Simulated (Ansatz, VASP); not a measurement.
**Two plane-wave programs on MgC2**

The input INCAR:

```
SYSTEM = MgC2
PREC = Accurate
ENCUT = 840
EDIFF = 1E-6
ISMEAR = -1
SIGMA = 0.05
LREAL = .FALSE.
LASPH = .TRUE.
NELM = 120
ALGO = Normal
ISIF = 2
LWAVE = .FALSE.
LCHARG = .TRUE.
GGA = PE
LELF = .TRUE.
LVHAR = .TRUE.
NBANDS = 27
GGA_COMPAT = .FALSE.
```

The input KPOINTS:

```
regular mesh
0
G
  5 5 5
  0 0 0
```

Contents of POSCAR:

```
MgC2
1.0
    3.9507770000      0.0000000000      0.0000000000
    0.0000000000      3.9507770000      0.0000000000
    0.0000000000      0.0000000000      5.0369598900
Mg C
2 4
Direct
    0.0000000000      0.0000000000      0.5000000000
    0.5000000000      0.5000000000      0.0000000000
    0.3876550000      0.6123450000      0.5000000000
    0.1123450000      0.1123450000      0.0000000000
    0.6123450000      0.3876550000      0.5000000000
    0.8876550000      0.8876550000      0.0000000000
```

input.yaml

```yaml
crystal:
  lattice:
    - [3.950777, 0.0, 0.0]
    - [0.0, 3.950777, 0.0]
    - [0.0, 0.0, 5.03695989]
  atoms:
    - { symbol: Mg, position: [0.0, 0.0, 0.5] }
    - { symbol: Mg, position: [0.5, 0.5, 0.0] }
    - { symbol: C, position: [0.387655, 0.612345, 0.5] }
    - { symbol: C, position: [0.112345, 0.112345, 0.0] }
    - { symbol: C, position: [0.612345, 0.387655, 0.5] }
    - { symbol: C, position: [0.887655, 0.887655, 0.0] }
hamiltonian:
  xc: pbe
  pseudopotentials: { kind: paw }
kpoints:
  mp_grid: { grid: [5, 5, 5] }
scf:
  occupations: { method: fermi_dirac, width: 0.05 }
output:
  forces: true
  stress: true
  eigenvalues: true
```

Alike in both runs: task single point; functional PBE; k mesh 5 × 5 × 5; occupations fermi-dirac, width 0.05 eV; no spin polarisation.

```csv
,VASP,Ansatz
version,VASP 6.6.1,Ansatz 0.2.0
potentials or method,"VASP PAW PBE potentials, release 64 (Mg_sv, C)",Ansatz PAW
plane-wave cutoff (eV),840,420
valence electrons in the cell,36,36
```

VASP gave:

| Quantity | Value |
| --- | --- |
| gap on the k mesh at the Fermi level (eV) | 2.70 |
| least direct gap on the mesh (eV) | 3.00 |
| pressure (GPa) | -0.8 |
| traceless stress, the component that is largest in VASP (GPa) | -0.28 |
| rms of the force components (eV/Å) | 0.003 |

Question: Which values does Ansatz return?

Answer: gap on the k mesh at the Fermi level (eV): 2.70; least direct gap on the mesh (eV): 3.00; pressure (GPa): -0.9; traceless stress, the component that is largest in VASP (GPa): -0.13; rms of the force components (eV/Å): 0.045.

Atom by atom the forces differ by 0.041 eV/Å (rms over components). The functional is the same, so the differences come from potentials, cutoffs and numerics.

Noted on Ansatz's run: odd divisions of the mesh miss points on the zone boundary, where band edges often lie, so the gap on the mesh can be too wide.
